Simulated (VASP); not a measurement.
# Sb (R-3m) in VASP: further runs

Sb is run at these levels: PBEsol, r2SCAN, PBE; tasks: electric field gradients.

Everything below comes from runs of VASP 6.6.1. Logs are shortened: lines on timing, memory, paths and dates and some standing lists are left out, and cuts for length are marked.

## (1) The cell of the first run

Symmetry: R-3m, No. 166, trigonal system. Conventional cell: a = 4.358 Å, b = 4.358 Å, c = 11.380 Å, α = 90.00°, β = 90.00°, γ = 120.00°. Within 3.9 Å of Sb (site symmetry 3m) lie 6 Sb at 2.94 to 3.39 Å.

## (2) Electric field gradients, PBEsol (functional pbesol, volume scaled by 1.04)

INCAR

```
SYSTEM = Sb
PREC = Accurate
ENCUT = 520
EDIFF = 1E-8
ISMEAR = -1
SIGMA = 0.05
LREAL = .False.
LASPH = .True.
NELM = 80
ALGO = Normal
ISIF = 2
LWAVE = .False.
LCHARG = .False.
GGA = PS
LEFG = .True.
NBANDS = 12
```

KPOINTS

```
Automatic mesh
0
Gamma
  9 9 9
  0 0 0
```

POSCAR

```
Sb
1.0
    2.1789009502      1.2579890502      3.7932688079
   -2.1789009502      1.2579890502      3.7932688079
    0.0000000000     -2.5159781002      3.7932688079
Sb
2
Direct
    0.2336400000      0.2336400000      0.2336400000
    0.7663600000      0.7663600000      0.7663600000
```

Potentials or basis: VASP PAW PBE potentials, release 64 (Sb).

Command:

```sh
$ cat potpaw_PBE.64/Sb/POTCAR > POTCAR
$ mpirun -np 1 vasp_std > vasp.out
```

OUTCAR:

```text
SYSTEM = Sb
   PREC = Accurate
   ENCUT = 520
   EDIFF = 1E-8
   ISMEAR = -1
   LREAL = .False.
   LASPH = .True.
   NELM = 80
   ISIF = 2
   GGA = PS

 ion  position               nearest neighbor table
   1  0.234  0.234  0.234-   2 2.94   2 2.94   2 2.94   2 3.39   2 3.39   2 3.39
   2  0.766  0.766  0.766-   1 2.94   1 2.94   1 2.94   1 3.39   1 3.39   1 3.39

  LATTYP: Found a trigonal (rhomboedric) cell.
 ALAT       =     4.5518165660
 COS(alpha) =     0.5417151843

  Lattice vectors:

 A1 = (   2.1789009502,   1.2579890502,   3.7932688079)
 A2 = (  -2.1789009502,   1.2579890502,   3.7932688079)
 A3 = (   0.0000000000,  -2.5159781002,   3.7932688079)

Analysis of symmetry for initial positions (statically):
=====================================================================
 Subroutine PRICEL returns:
 Original cell was already a primitive cell.

 Routine SETGRP: Setting up the symmetry group for a
 trigonal (rhombohedral) supercell.

 Subroutine GETGRP returns: Found 12 space group operations
 (whereof 12 operations were pure point group operations)
 out of a pool of 12 trial point group operations.

The static configuration has the point symmetry D_3d.

Analysis of symmetry for dynamics (positions and initial velocities):
=====================================================================
 Subroutine PRICEL returns:
 Original cell was already a primitive cell.

 Routine SETGRP: Setting up the symmetry group for a
 trigonal (rhombohedral) supercell.

 Subroutine GETGRP returns: Found 12 space group operations
 (whereof 12 operations were pure point group operations)
 out of a pool of 12 trial point group operations.

The dynamic configuration has the point symmetry D_3d.

 Subroutine INISYM returns: Found 12 space group operations
 (whereof 12 operations are pure point group operations),
 and found     1 'primitive' translations

----------------------------------------------------------------------------------------

                                     Primitive cell

  volume of cell :      62.3849

  direct lattice vectors                    reciprocal lattice vectors
     2.178900950  1.257989050  3.793268808     0.229473488  0.132486580  0.087874957
    -2.178900950  1.257989050  3.793268808    -0.229473488  0.132486580  0.087874957
     0.000000000 -2.515978100  3.793268808     0.000000000 -0.264973160  0.087874957

  length of vectors
     4.551816566  4.551816566  4.551816566     0.279164438  0.279164438  0.279164438

  position of ions in fractional coordinates (direct lattice)
     0.233640000  0.233640000  0.233640000
     0.766360000  0.766360000  0.766360000

  ion indices of the primitive-cell ions
   primitive index   ion index
                 1           1
                 2           2

----------------------------------------------------------------------------------------

 KPOINTS: Automatic mesh

Automatic generation of k-mesh.
 Grid dimensions read from file:
 generate k-points for:    9    9    9

 Generating k-lattice:

  Cartesian coordinates                     Fractional coordinates (reciprocal lattice)
     0.025497054  0.014720731  0.009763884     0.111111111  0.000000000  0.000000000
    -0.025497054  0.014720731  0.009763884     0.000000000  0.111111111  0.000000000
     0.000000000 -0.029441462  0.009763884     0.000000000  0.000000000  0.111111111

  Length of vectors
     0.031018271  0.031018271  0.031018271

  Shift w.r.t. Gamma in fractional coordinates (k-lattice)
     0.000000000  0.000000000  0.000000000

 Subroutine IBZKPT returns following result:
 ===========================================

 Found     85 irreducible k-points:

 Following reciprocal coordinates:
            Coordinates               Weight
  0.000000  0.000000  0.000000      1.000000
  0.111111 -0.000000  0.000000      6.000000
  0.222222 -0.000000  0.000000      6.000000
  0.333333 -0.000000 -0.000000      6.000000
  0.444444 -0.000000  0.000000      6.000000
  0.111111  0.111111  0.000000      6.000000
[... 16 lines left out ...]
 -0.333333  0.333333  0.000000      6.000000
  0.444444  0.444444  0.000000      6.000000
 [... further k-points ...]
   k-points           NKPTS =     85   k-points in BZ     NKDIM =     85   number of bands    NBANDS=     12
   number of dos      NEDOS =    301   number of ions     NIONS =      2
   total plane-waves  NPLWV =  46656
   dimension x,y,z NGX =    36 NGY =   36 NGZ =   36
   dimension x,y,z NGXF=    72 NGYF=   72 NGZF=   72
   ions per type =               2
   NGX,Y,Z   is equivalent  to a cutoff of  13.15, 13.15, 13.15 a.u.
   NGXF,Y,Z  is equivalent  to a cutoff of  26.30, 26.30, 26.30 a.u.
 SYSTEM =  Sb
   PREC   = accura    normal or accurate (medium, high low for compatibility)
   ISTART =      0    job   : 0-new  1-cont  2-samecut
   ICHARG =      2    charge: 1-file 2-atom 10-const
   ISPIN  =      1    spin polarized calculation?
   LNONCOLLINEAR =      F non collinear calculations
   LSORBIT =      F    spin-orbit coupling
   LASPH  =      T    aspherical Exc in radial PAW
   ENCUT  =  520.0 eV  38.22 Ry    6.18 a.u.   8.46  8.46  8.46*2*pi/ulx,y,z
   NELM   =     80;   NELMIN=  2; NELMDL= -5     # of ELM steps
   EDIFF  = 0.1E-07   stopping-criterion for ELM
   LREAL  =      F    real-space projection
   EDIFFG = 0.1E-06   stopping-criterion for IOM
   NSW    =      0    number of steps for IOM
   IBRION =     -1    ionic relax: 0-MD 1-quasi-New 2-CG
   NFREE  =      0    steps in history (QN), initial steepest desc. (CG)
   ISIF   =      2    stress and relaxation
   ISYM   =      2    0-nonsym 1-usesym 2-fastsym
   POTIM  = 0.5000    time-step for ionic-motion
   TEBEG  =    0.0;   TEEND  =   0.0 temperature during run
   PSTRESS=    0.0 pullay stress
   NELECT =      10.0000    total number of electrons
   NUPDOWN=      -1.0000    fix difference up-down
   EMIN   =  10.00;   EMAX   =-10.00  energy-range for DOS
   EFERMI =   0.00;   METHOD = LEGACY
   ISMEAR =    -1;   SIGMA  =   0.05  broadening in eV -4-tet -1-fermi 0-gaus
   EFERMI_NEDOS =   21; number of points for ismear=-14 and -15
   IALGO  =     38    algorithm
   IMIX   =      4    mixing-type and parameters
     AMIX     =   0.40;   BMIX     =  1.00
     AMIX_MAG =   1.60;   BMIX_MAG =  1.00
  volume/ion in A,a.u.               =      31.19       210.50
  Fermi-wavevector in a.u.,A,eV,Ry     =   0.889300  1.680534 10.760235  0.790855
  Thomas-Fermi vector in A             =   2.010843
   LORBIT       =      0    0 simple, 1 ext, 2 COOP (PROOUT), +10 PAW based schemes
   GGA     = PS    functional components
   LHFCALC =     F    Hartree Fock is set to
   AEXX    =    0.0000 exact exchange contribution
   IVDW    =     0    specifies the selected vdW correction
   LEPSILON=     F    determine dielectric tensor
   LRPA    =     F    only Hartree local field effects (RPA)
 non-spin polarized calculation
  energy-cutoff  :      520.00
  volume of cell :       62.38
 maximum number of plane-waves:      1696
 NGX is ok and might be reduce to    36
   NGX = 17   NGY = 17   NGZ = 17

 number of electron      10.0000000 magnetization

 Free energy of the ion-electron system (eV)
  ---------------------------------------------------
  ext. energy  EPLUGINS =         0.00000000
  ---------------------------------------------------
  free energy    TOTEN  =        -9.10911509 eV

  energy without entropy =       -9.10778007  energy(sigma->0) =       -9.10844758

 E-fermi :   6.6835     XC(G=0):  -9.5295

 val. band max:        6.5957263432   @ k =   0.3333   0.2222   0.2222
 cond. band min:       6.7355211390   @ k =   0.4444  -0.0000   0.0000
 fundamental gap:      0.1397947957
 Fermi energy:         6.6835143009

 k-point     1 :       0.0000    0.0000    0.0000
  band No.  band energies     occupation
      1      -5.7481      2.00000
      2       1.7603      2.00000
      3       4.7694      2.00000
      4       5.0043      2.00000
      5       5.0043      2.00000
      6       8.7843      0.00000
      7       9.3775      0.00000
      8       9.3775      0.00000
      9      11.8146      0.00000
     10      11.8146      0.00000
     11      11.9476      0.00000
     12      13.2869      0.00000

 k-point     2 :       0.1111   -0.0000    0.0000
  band No.  band energies     occupation
      1      -5.6163      2.00000
      2       1.2308      2.00000
      3       4.8049      2.00000
      4       4.9742      2.00000
      5       5.1881      2.00000
      6       8.6988      0.00000
      7       9.0169      0.00000
      8       9.0679      0.00000
      9      11.3373      0.00000
     10      11.7419      0.00000
     11      11.8761      0.00000
     12      14.1733      0.00000

 k-point     3 :       0.2222   -0.0000    0.0000
  band No.  band energies     occupation
      1      -5.2242      2.00000
      2       0.0713      2.00000
      3       4.8149      2.00000
      4       4.9156      2.00000
      5       5.5571      2.00000
      6       8.1319      0.00000
      7       8.2881      0.00000
      8       8.3673      0.00000
      9      11.4462      0.00000
     10      12.0313      0.00000
     11      12.4886      0.00000
     12      15.9180      0.00000
[... 286 lines left out ...]
 k-point    23 :      -0.3333    0.3333    0.0000
  band No.  band energies     occupation
      1      -2.8201      2.00000
      2      -2.6612      2.00000
      3       1.8508      2.00000
      4       4.0319      2.00000
      5       4.2363      2.00000
      6       8.8510      0.00000
      7       9.1457      0.00000
      8      11.8410      0.00000
      9      11.9643      0.00000
     10      13.1547      0.00000
     11      14.4996      0.00000
     12      16.6169      0.00000

 k-point    24 :       0.4444    0.4444    0.0000
  band No.  band energies     occupation
      1      -3.6267      2.00000
      2      -1.1326      2.00000
      3       1.6271      2.00000
      4       3.1870      2.00000
      5       3.2462      2.00000
      6       8.3426      0.00000
      7      11.4248      0.00000
      8      11.9930      0.00000
      9      12.9411      0.00000
     10      15.2506      0.00000
     11      16.1999      0.00000
     12      17.4316      0.00000

 [... further k-points ...]

------------------------ aborting loop because EDIFF is reached ----------------------------------------

  FORCE on cell =-STRESS in cart. coord.  units (eV):
  Direction    XX          YY          ZZ          XY          YZ          ZX
  --------------------------------------------------------------------------------------
  -------------------------------------------------------------------------------------
  Total       -0.5979524     -0.5979524     -0.6522762      0.0000000     -0.0000000      0.0000000
  in kB      -15.3567035    -15.3567035    -16.7518547      0.0000000     -0.0000000      0.0000000
  external PRESSURE =     -15.8217539 kB  Pullay stress =       0.0000000 kB

 VOLUME and BASIS-vectors are now :
 -----------------------------------------------------------------------------
  energy-cutoff  :      520.00
  volume of cell :       62.38
      direct lattice vectors                 reciprocal lattice vectors
     2.178900950  1.257989050  3.793268808     0.229473488  0.132486580  0.087874957
    -2.178900950  1.257989050  3.793268808    -0.229473488  0.132486580  0.087874957
     0.000000000 -2.515978100  3.793268808     0.000000000 -0.264973160  0.087874957

 POSITION                                       TOTAL-FORCE (eV/Angst)
 -----------------------------------------------------------------------------------
      0.00000      0.00000      2.65878         0.000000     -0.000000     -0.001377
      0.00000      0.00000      8.72103         0.000000      0.000000      0.001377
 -----------------------------------------------------------------------------------
    total drift:                                0.000000     -0.000000      0.000000

  FREE ENERGIE OF THE ION-ELECTRON SYSTEM (eV)
  ---------------------------------------------------
  free  energy   TOTEN  =        -9.1091150890 eV

  energy  without entropy=       -9.1077800680  energy(sigma->0) =       -9.10844758

 Electric field gradients (V/A^2)
---------------------------------------------------------------------
 ion       V_xx      V_yy      V_zz      V_xy      V_xz      V_yz
---------------------------------------------------------------------
   1      21.309    21.309   -42.618     0.000    -0.000    -0.000
   2      21.309    21.309   -42.618    -0.000    -0.000    -0.000
---------------------------------------------------------------------

 Electric field gradients after diagonalization (V/A^2)
 (convention: |V_zz| > |V_xx| > |V_yy|)
----------------------------------------------------------------------
 ion       V_xx      V_yy      V_zz     asymmetry (V_yy - V_xx)/ V_zz
----------------------------------------------------------------------
   1      21.309    21.309   -42.618       0.000
   2      21.309    21.309   -42.618       0.000
----------------------------------------------------------------------

           NMR quadrupolar parameters

 Cq : quadrupolar parameter    Cq=e*Q*V_zz/h
 eta: asymmetry parameters     (V_yy - V_xx)/ V_zz
 Q  : nuclear electric quadrupole moment in mb (millibarn)
----------------------------------------------------------------------
 ion       Cq(MHz)       eta       Q (mb)
----------------------------------------------------------------------
   1      -0.103       0.000       1.000
   2      -0.103       0.000       1.000
----------------------------------------------------------------------
```

It took 25 s on 1 thread of Intel Xeon 6975P-C (Granite Rapids), shared host; peak memory 0.22 GiB.

What came out:

* Free energy: -9.1091 eV
* Pressure: -1.6 GPa
* Band gap on the k mesh: 0.14 eV, indirect (least direct gap 0.49 eV)

Levels at points of the mesh, in eV from the valence-band top:
```csv
k point,band 3,band 4,band 5,band 6,band 7,band 8
"(0.00, 0.00, 0.00)",-1.83,-1.59,-1.59,2.19,2.78,2.78
```

Electric field gradients, principal values (V/Å²):
| atom | least | middle | greatest (by size) |
| --- | --- | --- | --- |
| 1 Sb | 21.309 | 21.309 | -42.618 |
| 2 Sb | 21.309 | 21.309 | -42.618 |

Caveat: without QUAD_EFG the Cq values of the log hold for a quadrupole moment of 1 mb, not for the nuclei; the PAW data sets were made with another functional, which shifts forces and pressure a little; spin-orbit coupling is left out, which moves the levels of the heavy elements. A k mesh can miss the band edges.

(Part 1 of 3 ends here.)
